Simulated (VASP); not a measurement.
Here is a VASP 6.6.1 calculation.

The input INCAR:

```
SYSTEM = MgS
ALGO = Normal ; EDIFF = 1E-8
ENCUT = 520 ; GGA = PE
GGA_COMPAT = .FALSE. ; ISIF = 2
ISMEAR = -1 ; LASPH = .TRUE.
LCHARG = .FALSE. ; LEFG = .TRUE.
LREAL = .FALSE. ; LWAVE = .FALSE.
NBANDS = 11 ; NELM = 120
PREC = Accurate ; SIGMA = 0.03
```

Contents of KPOINTS:

```
k-points
0
G
  10 10 10
  0 0 0
```

The input POSCAR:

```
MgS
1.0
    0.0000000000      2.6443075817      2.6443075817
    2.6443075817      0.0000000000      2.6443075817
    2.6443075817      2.6443075817      0.0000000000
Mg S
1 1
Direct
    0.0000000000      0.0000000000      0.0000000000
    0.5000000000      0.5000000000      0.5000000000
```

Potentials or basis: VASP PAW PBE potentials, release 64 (Mg, S).

Run with:

```console
$ cat potpaw_PBE.64/Mg/POTCAR potpaw_PBE.64/S/POTCAR > POTCAR
$ mpirun -np 1 vasp_std > vasp.out
```

**Question.** What does it give for the pressure?

**Answer.** -2.6 GPa.

**Question.** Predict the band gap on the k mesh.

**Answer.** 2.67 eV, indirect (least direct gap 3.34 eV).

Caveat: without QUAD_EFG the Cq values of the log hold for a quadrupole moment of 1 mb, not for the nuclei. A k mesh can miss the band edges.
